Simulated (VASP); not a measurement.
# VO2 (P4_2/mnm) in VASP: single point with PBE+U

Aim: the single point of VO2 with PBE+U.

Everything below comes from runs of VASP 6.6.1. Logs are shortened: lines on timing, memory, paths and dates and some standing lists are left out, and cuts for length are marked.

## Step 1: The cell of the first run

It takes space group P4_2/mnm (No. 136, tetragonal). Conventional cell: a = 4.486 Å, b = 4.486 Å, c = 3.038 Å, α = 90.00°, β = 90.00°, γ = 90.00°. Within 2.5 Å of V (site symmetry mmm) lie 6 O at 1.90 to 1.98 Å. O (site symmetry m2m) has 3 V at 1.90 to 1.98 Å and 1 O at 2.54 Å within 2.6 Å.

## Step 2: Single point, PBE+U, collinear spin, ferromagnetic start

Contents of INCAR:

```
SYSTEM = VO2
  PREC = Accurate
  ENCUT = 600
  EDIFF = 1E-6
  ISMEAR = -1
  SIGMA = 0.05
  LREAL = .FALSE.
  LASPH = .TRUE.
  NELM = 200
  ALGO = Normal
  ISIF = 2
  LWAVE = .FALSE.
  LCHARG = .FALSE.
  ISPIN = 2
  MAGMOM = 2 2 0 0 0 0
  LORBIT = 11
  LMAXMIX = 4
  LDAU = .TRUE.
  LDAUTYPE = 2
  LDAUL = 2 -1
  LDAUU = 5 0
  LDAUJ = 0 0
  LDAUPRINT = 1
  GGA = PE
  NBANDS = 38
  GGA_COMPAT = .FALSE.
```

Contents of KPOINTS:

```
regular mesh
0
G
  6 6 9
  0 0 0
```

Contents of POSCAR:

```
VO2
1.0
    4.4859707806      0.0000000000      0.0000000000
    0.0000000000      4.4859707806      0.0000000000
    0.0000000000      0.0000000000      3.0382206483
V O
2 4
Direct
    0.5000000000      0.5000000000      0.5000000000
    0.0000000000      0.0000000000      0.0000000000
    0.2003470691      0.7996529309      0.5000000000
    0.7996529309      0.2003470691      0.5000000000
    0.7003470691      0.7003470691      0.0000000000
    0.2996529309      0.2996529309      0.0000000000
```

Potentials or basis: VASP PAW PBE potentials, release 64 (V_sv, O).

Launch:

```console
$ cat potpaw_PBE.64/V_sv/POTCAR potpaw_PBE.64/O/POTCAR > POTCAR
$ mpirun -np 1 vasp_std > vasp.out
```

OUTCAR:

```text
SYSTEM = VO2
   PREC = Accurate
   ENCUT = 600
   EDIFF = 1E-6
   ISMEAR = -1
   LREAL = .FALSE.
   LASPH = .TRUE.
   NELM = 200
   ISIF = 2
   ISPIN = 2
   LORBIT = 11
   GGA = PE

 ion  position               nearest neighbor table
   1  0.500  0.500  0.500-   3 1.90   4 1.90   5 1.98   6 1.98   5 1.98   6 1.98
   2  0.000  0.000  0.000-   5 1.90   6 1.90   3 1.98   4 1.98   3 1.98   4 1.98
   3  0.200  0.800  0.500-   1 1.90   2 1.98   2 1.98
   4  0.800  0.200  0.500-   1 1.90   2 1.98   2 1.98
   5  0.700  0.700  0.000-   2 1.90   1 1.98   1 1.98
   6  0.300  0.300  0.000-   2 1.90   1 1.98   1 1.98

  LATTYP: Found a simple tetragonal cell.
 ALAT       =     4.4859707806
 C/A-ratio  =     0.6772716090

  Lattice vectors:

 A1 = (   4.4859707806,   0.0000000000,   0.0000000000)
 A2 = (   0.0000000000,   4.4859707806,   0.0000000000)
 A3 = (   0.0000000000,   0.0000000000,   3.0382206483)

Analysis of symmetry for initial positions (statically):
=====================================================================
 Subroutine PRICEL returns:
 Original cell was already a primitive cell.

 Routine SETGRP: Setting up the symmetry group for a
 simple tetragonal supercell.

 Subroutine GETGRP returns: Found 16 space group operations
 (whereof  8 operations were pure point group operations)
 out of a pool of 16 trial point group operations.

The static configuration has the point symmetry D_2h.
 The point group associated with its full space group is D_4h.

Analysis of symmetry for dynamics (positions and initial velocities):
=====================================================================
 Subroutine PRICEL returns:
 Original cell was already a primitive cell.

 Routine SETGRP: Setting up the symmetry group for a
 simple tetragonal supercell.

 Subroutine GETGRP returns: Found 16 space group operations
 (whereof  8 operations were pure point group operations)
 out of a pool of 16 trial point group operations.

The dynamic configuration has the point symmetry D_2h.
 The point group associated with its full space group is D_4h.

Analysis of structural, dynamic, and magnetic symmetry:
=====================================================================
 Subroutine PRICEL returns:
 Original cell was already a primitive cell.

 Routine SETGRP: Setting up the symmetry group for a
 simple tetragonal supercell.

 Subroutine GETGRP returns: Found 16 space group operations
 (whereof  8 operations were pure point group operations)
 out of a pool of 16 trial point group operations.

The overall configuration has the point symmetry D_2h.
 The point group associated with its full space group is D_4h.

 Subroutine INISYM returns: Found 16 space group operations
 (whereof  8 operations are pure point group operations),
 and found     1 'primitive' translations

----------------------------------------------------------------------------------------

                                     Primitive cell

  volume of cell :      61.1410

  direct lattice vectors                    reciprocal lattice vectors
     4.485970781  0.000000000  0.000000000     0.222917190  0.000000000  0.000000000
     0.000000000  4.485970781  0.000000000     0.000000000  0.222917190  0.000000000
[... 158 lines left out ...]
  o =  0.0994  v =  0.0000  0.0000  0.0000  0.0000  0.0000 -0.0000 -0.7071  0.0000  0.7071  0.0000      0.0000  0.0000  0.0000  0.0000  0.0000  0.0000  0.0000  0.0000  0.0000  0.0000
  o =  0.1140  v =  0.0000  0.0000  0.0000  0.0000  0.0000  0.0000  0.0000 -0.0000 -0.0000  1.0000      0.0000  0.0000  0.0000  0.0000  0.0000  0.0000  0.0000  0.0000  0.0000  0.0000
  o =  0.1289  v =  0.0000  0.7071  0.0000 -0.7071  0.0000  0.0000  0.0000  0.0000  0.0000  0.0000      0.0000  0.0000  0.0000  0.0000  0.0000  0.0000  0.0000  0.0000  0.0000  0.0000
  o =  0.1560  v =  0.0000 -0.0000  0.0000  0.0000  1.0000  0.0000  0.0000  0.0000  0.0000  0.0000      0.0000  0.0000  0.0000  0.0000  0.0000  0.0000  0.0000  0.0000  0.0000  0.0000
  o =  0.2575  v =  0.0000  0.0000  0.0000  0.0000  0.0000 -0.0000 -0.7071  0.0000 -0.7071  0.0000      0.0000  0.0000  0.0000  0.0000  0.0000  0.0000  0.0000  0.0000  0.0000  0.0000
  o =  0.2810  v =  0.0000  0.7071  0.0000  0.7071  0.0000  0.0000  0.0000  0.0000  0.0000  0.0000      0.0000  0.0000  0.0000  0.0000  0.0000  0.0000  0.0000  0.0000  0.0000  0.0000
  o =  0.3048  v =  0.0000  0.0000  0.0000  0.0000  0.0000 -0.8331  0.0000 -0.5532  0.0000  0.0000      0.0000  0.0000  0.0000  0.0000  0.0000  0.0000  0.0000  0.0000  0.0000  0.0000
  o =  0.3805  v = -0.8384  0.0000 -0.5450  0.0000  0.0000  0.0000  0.0000  0.0000  0.0000  0.0000      0.0000  0.0000  0.0000  0.0000  0.0000  0.0000  0.0000  0.0000  0.0000  0.0000
  o =  0.9396  v = -0.5450  0.0000  0.8384  0.0000 -0.0000  0.0000  0.0000  0.0000  0.0000  0.0000      0.0000  0.0000  0.0000  0.0000  0.0000  0.0000  0.0000  0.0000  0.0000  0.0000

atom =   2  type =  1  l = 2

 onsite density matrix

spin component  1

  0.5466  0.0000  0.2555  0.0000  0.0000
  0.0000  0.2050  0.0000 -0.0760  0.0000
  0.2555  0.0000  0.7735  0.0000  0.0000
  0.0000 -0.0760  0.0000  0.2050  0.0000
  0.0000  0.0000  0.0000  0.0000  0.1560

spin component  2

  0.2264  0.0000 -0.1181  0.0000  0.0000
  0.0000  0.1784  0.0000 -0.0790  0.0000
 -0.1181  0.0000  0.1270  0.0000  0.0000
  0.0000 -0.0790  0.0000  0.1784  0.0000
  0.0000  0.0000  0.0000  0.0000  0.1140

 occupancies and eigenvectors

  o =  0.0485  v =  0.0000  0.0000  0.0000  0.0000  0.0000 -0.5532  0.0000 -0.8331  0.0000  0.0000      0.0000  0.0000  0.0000  0.0000  0.0000  0.0000  0.0000  0.0000  0.0000  0.0000
  o =  0.0994  v =  0.0000  0.0000  0.0000  0.0000  0.0000  0.0000  0.7071  0.0000  0.7071  0.0000      0.0000  0.0000  0.0000  0.0000  0.0000  0.0000  0.0000  0.0000  0.0000  0.0000
  o =  0.1140  v =  0.0000  0.0000  0.0000  0.0000  0.0000  0.0000  0.0000 -0.0000  0.0000 -1.0000      0.0000  0.0000  0.0000  0.0000  0.0000  0.0000  0.0000  0.0000  0.0000  0.0000
  o =  0.1289  v =  0.0000  0.7071  0.0000  0.7071  0.0000  0.0000  0.0000  0.0000  0.0000  0.0000      0.0000  0.0000  0.0000  0.0000  0.0000  0.0000  0.0000  0.0000  0.0000  0.0000
  o =  0.1560  v =  0.0000 -0.0000 -0.0000  0.0000  1.0000  0.0000  0.0000  0.0000  0.0000  0.0000      0.0000  0.0000  0.0000  0.0000  0.0000  0.0000  0.0000  0.0000  0.0000  0.0000
  o =  0.2575  v =  0.0000  0.0000  0.0000  0.0000  0.0000  0.0000  0.7071  0.0000 -0.7071  0.0000      0.0000  0.0000  0.0000  0.0000  0.0000  0.0000  0.0000  0.0000  0.0000  0.0000
  o =  0.2810  v =  0.0000  0.7071  0.0000 -0.7071  0.0000  0.0000  0.0000  0.0000  0.0000  0.0000      0.0000  0.0000  0.0000  0.0000  0.0000  0.0000  0.0000  0.0000  0.0000  0.0000
  o =  0.3048  v =  0.0000  0.0000  0.0000  0.0000  0.0000 -0.8331  0.0000  0.5532  0.0000 -0.0000      0.0000  0.0000  0.0000  0.0000  0.0000  0.0000  0.0000  0.0000  0.0000  0.0000
  o =  0.3805  v = -0.8384  0.0000  0.5450  0.0000  0.0000  0.0000  0.0000  0.0000  0.0000  0.0000      0.0000  0.0000  0.0000  0.0000  0.0000  0.0000  0.0000  0.0000  0.0000  0.0000
  o =  0.9396  v = -0.5450  0.0000 -0.8384  0.0000 -0.0000  0.0000  0.0000  0.0000  0.0000  0.0000      0.0000  0.0000  0.0000  0.0000  0.0000  0.0000  0.0000  0.0000  0.0000  0.0000

 number of electron      49.9999995 magnetization       1.9999775

 Free energy of the ion-electron system (eV)
  ---------------------------------------------------
  ext. energy  EPLUGINS =         0.00000000
  ---------------------------------------------------
  free energy    TOTEN  =       -44.12886438 eV

  energy without entropy =      -44.12886431  energy(sigma->0) =      -44.12886435

 E-fermi :   5.6444     XC(G=0): -11.6005

 val. band max:        5.0632870234   @ k =   0.0000   0.0000   0.0000
 cond. band min:       6.3212748825   @ k =   0.5000   0.0000   0.4444
 fundamental gap:      1.2579878591
 Fermi energy:         5.6443827065

 spin component 1

 k-point     1 :       0.0000    0.0000    0.0000
  band No.  band energies     occupation
      1     -60.9427      1.00000
      2     -60.9342      1.00000
      3     -34.9387      1.00000
      4     -34.9387      1.00000
      5     -34.5680      1.00000
      6     -34.5475      1.00000
[... 1913 lines left out ...]
     36      16.0958      0.00000
     37      19.3613      0.00000

 [... further k-points ...]

 [bands above 37 left out]

------------------------ aborting loop because EDIFF is reached ----------------------------------------

  FORCE on cell =-STRESS in cart. coord.  units (eV):
  Direction    XX          YY          ZZ          XY          YZ          ZX
  --------------------------------------------------------------------------------------
  -------------------------------------------------------------------------------------
  Total        1.8561706      1.8561706      1.6999870     -0.0000000      0.0000000      0.0000000
  in kB       48.6403050     48.6403050     44.5475682     -0.0000000      0.0000000      0.0000000
  external PRESSURE =      47.2760594 kB  Pullay stress =       0.0000000 kB

 VOLUME and BASIS-vectors are now :
 -----------------------------------------------------------------------------
  energy-cutoff  :      600.00
  volume of cell :       61.14
      direct lattice vectors                 reciprocal lattice vectors
     4.485970781  0.000000000  0.000000000     0.222917190  0.000000000  0.000000000
     0.000000000  4.485970781  0.000000000     0.000000000  0.222917190  0.000000000
     0.000000000  0.000000000  3.038220648     0.000000000  0.000000000  0.329140018

 POSITION                                       TOTAL-FORCE (eV/Angst)
 -----------------------------------------------------------------------------------
      2.24299      2.24299      1.51911         0.000000      0.000000     -0.000000
      0.00000      0.00000      0.00000         0.000000      0.000000     -0.000000
      0.89875      3.58722      1.51911        -0.040729      0.040729     -0.000000
      3.58722      0.89875      1.51911         0.040729     -0.040729     -0.000000
      3.14174      3.14174      0.00000        -0.040729     -0.040729     -0.000000
      1.34423      1.34423      0.00000         0.040729      0.040729      0.000000
 -----------------------------------------------------------------------------------
    total drift:                                0.000000      0.000000      0.000000

  FREE ENERGIE OF THE ION-ELECTRON SYSTEM (eV)
  ---------------------------------------------------
  free  energy   TOTEN  =       -44.1288643837 eV

  energy  without entropy=      -44.1288643133  energy(sigma->0) =      -44.12886435

 total charge

# of ion       s       p       d       tot
------------------------------------------
    1        2.286   6.329   2.680  11.295
    2        2.286   6.329   2.680  11.295
    3        1.565   3.505   0.000   5.070
    4        1.565   3.505   0.000   5.070
    5        1.565   3.505   0.000   5.070
    6        1.565   3.505   0.000   5.070
--------------------------------------------------
tot         10.830  26.678   5.361  42.869

 magnetization (x)

# of ion       s       p       d       tot
------------------------------------------
    1        0.014   0.013   1.059   1.087
    2        0.014   0.013   1.059   1.087
    3       -0.002  -0.052   0.000  -0.054
    4       -0.002  -0.052   0.000  -0.054
    5       -0.002  -0.052   0.000  -0.054
    6       -0.002  -0.052   0.000  -0.054
--------------------------------------------------
tot          0.020  -0.181   2.119   1.958
```

Wall time 92 s (1 thread of Intel Xeon 6975P-C (Granite Rapids), shared host); peak memory 0.32 GiB.

Results:

- Free energy: -44.1289 eV
- Pressure: 4.7 GPa
- Largest force: 0.058 eV/Å
- Band gap on the k mesh: 1.26 eV (least direct gap 1.48 eV)
- Net moment: 2.00 μB per cell
- Site moments: V +1.09; O -0.05 μB
- Valence electrons inside the program's atomic spheres: V 11.29; O 5.07

Forces on the atoms (eV/Å):
```
V    0.000  0.000  0.000
V    0.000  0.000  0.000
O   -0.041  0.041  0.000
O    0.041 -0.041  0.000
O   -0.041 -0.041  0.000
O    0.041  0.041  0.000
```

Levels at points of the mesh, in eV from the valence-band top:
Spin up:
```csv
k point,band 23,band 24,band 25,band 26,band 27,band 28,band 29,band 30
"(0.00, 0.00, 0.00)",-0.98,-0.55,-0.55,0.00,1.48,1.61,1.61,2.23
"(0.50, 0.00, 0.00)",-1.36,-1.36,-0.79,-0.79,2.26,2.26,2.60,2.60
"(0.50, 0.50, 0.00)",-1.82,-1.82,-1.44,-1.44,1.64,1.64,2.95,2.95
```
Spin down:
```tsv
k point	band 20	band 21	band 22	band 23	band 24	band 25	band 26	band 27	band 28	band 29
(0.00, 0.00, 0.00)	-2.75	-1.05	-0.65	-0.65	-0.14	2.40	2.43	2.43	2.92	3.04
(0.50, 0.00, 0.00)	-3.30	-2.17	-2.17	-0.90	-0.90	3.05	3.05	3.34	3.34	3.68
(0.50, 0.50, 0.00)	-2.14	-1.87	-1.87	-1.50	-1.50	2.46	2.46	2.84	2.84	3.65
```

Eigenvalues of the final occupation matrices:
```csv
site,spin,trace,eigenvalues
site 1 d,1,1.89,0.13 0.16 0.28 0.38 0.94
site 1 d,2,0.82,0.05 0.10 0.11 0.26 0.30
site 2 d,1,1.89,0.13 0.16 0.28 0.38 0.94
site 2 d,2,0.82,0.05 0.10 0.11 0.26 0.30
```

Caveat: the cell stands under pressure. A k mesh can miss the band edges.
